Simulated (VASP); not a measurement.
The system is W2C5F.

```
W C F
1.0
     3.59791    0.00000    0.00000
     0.00000    3.59791    0.00000
     0.00000    0.00000    7.88851
W C F
2 5 1
Cartesian
  0.0000 0.0000 0.0000
  1.7990 1.7990 3.9443
  0.0000 1.7990 2.0692
  1.7990 0.0000 5.8193
  1.7990 0.0000 2.0692
  0.0000 1.7990 5.8193
  1.7990 1.7990 0.0000
  0.0000 0.0000 3.9443
```

The cell was generated, and may not be a known phase.

| Property | Result |
| --- | --- |
| Program | VASP 6.6.1 |
| Task | relaxation of cell and atoms |
| Functional | PBE |
| Potentials or basis | VASP PAW PBE potentials, release 64 (W_sv, C, F) |
| Cutoff | 600 eV |
| k mesh | 6 × 6 × 2 |
| Occupations | gaussian, width 0.1 eV |
| Spin | no spin polarisation |

At the start: pressure -44.9 GPa; volume 12.76 Å³/atom.

Problem. How do energy, volume and symmetry change on relaxing?

Solution. Over 11 steps the energy falls by 806.9 meV/atom and the volume is 8.73 Å³/atom (-31.6 %); space group P4/mmm (No. 123, to 0.1 Å) before and after.

Step by step:
```tsv
step	energy change (eV)	largest force (eV/Å)	pressure (GPa)	volume (Å³)
1	0.0000	0.0929	-44.94	102.12
2	-3.5451	2.1317	83.66	57.81
3	-6.2872	0.9190	-2.45	71.00
4	-6.2922	0.9520	-0.35	70.45
5	-6.2898	0.9863	1.86	69.90
6	-6.4159	0.4325	2.28	69.43
7	-6.4339	0.1253	2.82	69.19
8	-6.4399	0.0224	-3.52	70.75
9	-6.4456	0.0655	-0.97	70.10
10	-6.4527	0.0344	-0.51	69.98
11	-6.4549	0.0016	-0.05	69.84
```

Final structure:
```
CELL_PARAMETERS angstrom
3.16291 0.00000 0.00000
0.00000 3.16291 0.00000
0.00000 0.00000 6.98134
ATOMIC_POSITIONS crystal
W 0.00000 0.00000 0.00000
W 0.50000 0.50000 0.50000
C 0.00000 0.50000 0.25100
C 0.50000 0.00000 0.74899
C 0.50000 0.00000 0.25100
C 0.00000 0.50000 0.74899
C 0.50000 0.50000 0.00000
F 0.00000 0.00000 0.50000
```

Caveat: the k points lie up to 0.45 Å⁻¹ apart in the final cell, too coarse for converged energies and pressures of a metal; the volume moved by over 15 % at a fixed basis, so the end points are rough; an odd number of electrons without spin polarisation forces a metal; a magnetic or distorted state may lie lower.
